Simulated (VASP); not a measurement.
Write the native input for VASP 6.6.1 that does the following.

```
Task                   : single point
Functional             : PBE
Potentials or basis    : VASP PAW PBE potentials, release 64 (Zr_sv, O)
Cutoff                 : 600 eV
k mesh                 : 8 × 8 × 8
Occupations            : gaussian, width 0.02 eV
Spin                   : no spin polarisation
Dipole correction      : no
Further INCAR settings : ALGO = Normal; EDIFF = 1e-06; NBANDS = 19
```

The structure of ZrO2 (v.b) lies in POSCAR:

```
ZrO2
1.0
    0.0000000000      2.5579375858      2.5579375858
    2.5579375858      0.0000000000      2.5579375858
    2.5579375858      2.5579375858      0.0000000000
Zr O
1 2
Direct
    0.0000000000      0.0000000000      0.0000000000
    0.2500000000      0.2500000000      0.2500000000
    0.7500000000      0.7500000000      0.7500000000
```

One way to write it, as run:

INCAR

```
SYSTEM = ZrO2
PREC = Accurate
ENCUT = 600
EDIFF = 1E-6
ISMEAR = 0
SIGMA = 0.02
LREAL = .False.
LASPH = .True.
NELM = 120
ALGO = Normal
ISIF = 2
LWAVE = .False.
LCHARG = .True.
GGA = PE
LELF = .True.
LVHAR = .True.
NBANDS = 19
GGA_COMPAT = .False.
```

KPOINTS

```
Automatic mesh
0
Gamma
  8 8 8
  0 0 0
```

Potentials or basis: VASP PAW PBE potentials, release 64 (Zr_sv, O).

Run with:

```bash
$ cat potpaw_PBE.64/Zr_sv/POTCAR potpaw_PBE.64/O/POTCAR > POTCAR
$ mpirun -np 1 vasp_std > vasp.out
```

Results of the run:

- Pressure: 0.1 GPa
- Band gap on the k mesh: 3.31 eV, indirect (least direct gap 3.74 eV)

It used 68 s of CPU time on 1 thread of Intel Xeon 8259CL, on a shared host.
